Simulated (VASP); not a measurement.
ZnO, 4 atoms in the cell. Symmetry: P6_3mc, No. 186, hexagonal system. The conventional cell has a = 3.220 Å, b = 3.220 Å, c = 5.196 Å, α = 90.00°, β = 90.00°, γ = 120.00°. Within 2.6 Å of Zn (site symmetry 3m) lie 4 O at 1.96 to 1.97 Å. Within 2.6 Å of O (site symmetry 3m) lie 4 Zn at 1.96 to 1.97 Å. 

- Program: VASP 6.6.1
- Task: single point
- Functional: PBE
- Potentials or basis: VASP PAW PBE potentials, release 64 (Zn, O_h)
- Cutoff: 910 eV
- k mesh: 12 × 12 × 6
- Occupations: gaussian, width 0.02 eV
- Spin: no spin polarisation
- Dipole correction: no
- Second run: hard_potentials
- Further INCAR settings: ALGO = Normal; EDIFF = 1e-06; NBANDS = 26

Potentials or basis: VASP PAW PBE potentials, release 64 (Zn, O_h).

Command:

```console
$ cat potpaw_PBE.64/Zn/POTCAR potpaw_PBE.64/O_h/POTCAR > POTCAR
$ mpirun -np 1 vasp_std > vasp.out
```

Hardware: 1 thread of Intel(R) Xeon(R) 6975P-C (Granite Rapids), with other jobs on the host.

Task: Estimate the wall time of this run.

Result: It took 80 s on 1 thread of Intel(R) Xeon(R) 6975P-C (Granite Rapids), with other jobs on the host, peak memory 0.34 GiB. Counts: scf iterations 15, k points 76.
